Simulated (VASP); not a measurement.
Here is a VASP 6.6.1 calculation.

Contents of INCAR:

```
PREC = Accurate
ENCUT = 520
EDIFF = 1E-6
ISMEAR = -1
SIGMA = 0.02
LREAL = F
LASPH = T
NELM = 60
ALGO = Normal
ISIF = 2
LWAVE = F
LCHARG = F
GGA = PS
NBANDS = 15
```

Contents of KPOINTS:

```
regular mesh
0
Gamma
  8 8 8
```

Contents of POSCAR:

```
BaS
1.0
    0.0000000000      3.1937500000      3.1618125000
    3.1937500000      0.0000000000      3.1618125000
    3.1937500000      3.1937500000      0.0000000000
Ba S
1 1
Direct
    0.0000000000      0.0000000000      0.0000000000
    0.5000000000      0.5000000000      0.5000000000
```

Potentials or basis: VASP PAW PBE potentials, release 64 (Ba_sv, S).

The run is started by

```bash
$ cat potpaw_PBE.64/Ba_sv/POTCAR potpaw_PBE.64/S/POTCAR > POTCAR
$ mpirun -np 1 vasp_std > vasp.out
```

Q: Predict the pressure.

A: -0.1 GPa.

Q: Estimate the band gap on the k mesh.

A: 1.94 eV (least direct gap 2.07 eV).

Stress tensor (GPa, compression positive):
```
-0.37  0.00  0.00
 0.00 -0.37  0.00
 0.00  0.00  0.52
```

Caveat: the cell differs from its parent crystal (zz strain of -1 %); the PAW data sets were made with another functional, which shifts forces and pressure a little; spin-orbit coupling is left out, which moves the levels of the heavy elements. A k mesh can miss the band edges.
